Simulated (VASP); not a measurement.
## Al: single point with r2SCAN

Al:

```
CELL_PARAMETERS angstrom
0.00000 2.02398 2.02398
2.02398 0.00000 2.02398
2.02398 2.02398 0.00000
ATOMIC_POSITIONS crystal
Al 0.00000 0.00000 0.00000
```

```
Program                : VASP 6.6.1
Task                   : single point
Functional             : r2SCAN
Potentials or basis    : VASP PAW PBE potentials, release 64 (Al)
Cutoff                 : 550 eV
k mesh                 : 14 × 14 × 14
Occupations            : fermi-dirac, width 0.05 eV
Spin                   : no spin polarisation
Dipole correction      : no
Further INCAR settings : ALGO = Normal; EDIFF = 1e-06; NBANDS = 8
```

* Pressure: -4.0 GPa

Levels at points of the mesh, in eV from the Fermi level:
| k point | band 1 | band 2 | band 3 | band 4 |
| --- | --- | --- | --- | --- |
| (0.00, 0.00, 0.00) | -11.78 | 13.32 | 13.32 | 13.32 |
| (0.50, 0.00, 0.00) | -4.95 | -4.50 | 12.08 | 12.08 |
| (0.50, 0.50, 0.00) | -3.12 | -1.62 | 5.49 | 6.00 |

It took 78 s on 1 thread of AMD EPYC 9R45 (Zen 5), on a shared host, peak memory 0.1 GiB.

Caveat: the PAW data sets were made with another functional, which shifts forces and pressure a little.
